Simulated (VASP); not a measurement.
A run of VASP 6.6.1:

INCAR

```
  ALGO = Normal
  EDIFF = 1E-7
  ENCUT = 520
  GGA = PS
  ISIF = 2
  ISMEAR = 0
  LASPH = True
  LCHARG = True
  LELF = True
  LREAL = False
  LVHAR = True
  LWAVE = False
  NBANDS = 26
  NELM = 80
  PREC = Accurate
  SIGMA = 0.01
```

The input KPOINTS:

```
k-points
0
Gamma
  8 8 4
```

The input POSCAR:

```
ZnO
1.0
    3.1390870580      0.0000000000      0.0000000000
   -1.5695435290      2.7185291369      0.0000000000
    0.0000000000      0.0000000000      5.0679598424
Zn O
2 2
Direct
    0.3333333333      0.6666666667      0.5001232048
    0.6666666667      0.3333333333      0.0001232048
    0.6666666667      0.3333333333      0.3788867952
    0.3333333333      0.6666666667      0.8788867952
```

Potentials or basis: VASP PAW PBE potentials, release 64 (Zn, O).

Run with:

```sh
$ cat potpaw_PBE.64/Zn/POTCAR potpaw_PBE.64/O/POTCAR > POTCAR
$ mpirun -np 1 vasp_std > vasp.out
```

Hardware: 1 thread of Intel Xeon 8259CL, on a shared host.

**Question.** How long does it take, and how much memory?

**Answer.** Wall time 54 s on 1 thread of Intel Xeon 8259CL (shared host), peak memory 0.17 GiB. Counts: scf iterations 16, k points 30.
